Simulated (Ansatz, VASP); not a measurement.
**Two plane-wave programs on As**

```
As
1.0
     3.57162    0.00000    0.00000
    -1.78581    3.15498    0.00000
     0.00000    0.00000   28.57424
As
2
Direct
  0.33388 0.66777 0.47572
  0.66612 0.33223 0.52428
```

Change from the starting cell: strain along y +0.020, atoms relaxed.

Alike in both runs: functional PBE; dispersion D3(BJ); k mesh 9 × 9 × 1; occupations gaussian, width 0.02 eV; no spin polarisation.

Ansatz relaxed the structure, and its values are those at the end. VASP's run is a single point on that final structure, the one shown.

|  | VASP | Ansatz |
| --- | --- | --- |
| version | VASP 6.6.1 | Ansatz 0.2.0 |
| potentials or method | VASP PAW PBE potentials, release 64 (As_d), cutoff 400 eV | scalar-relativistic, plane waves, PAW |
| valence electrons in the cell | 30 | 30 |

Ansatz gave:

```
gap on the k mesh at the Fermi level (eV) : 1.52
least direct gap on the mesh (eV)         : 1.86
rms of the force components (eV/Å)        : 0.005
```

Problem. Estimate VASP's values.

Solution. gap on the k mesh at the Fermi level (eV): 1.52; least direct gap on the mesh (eV): 1.86; rms of the force components (eV/Å): 0.016.

Ansatz's warnings: stress scf threshold loose.
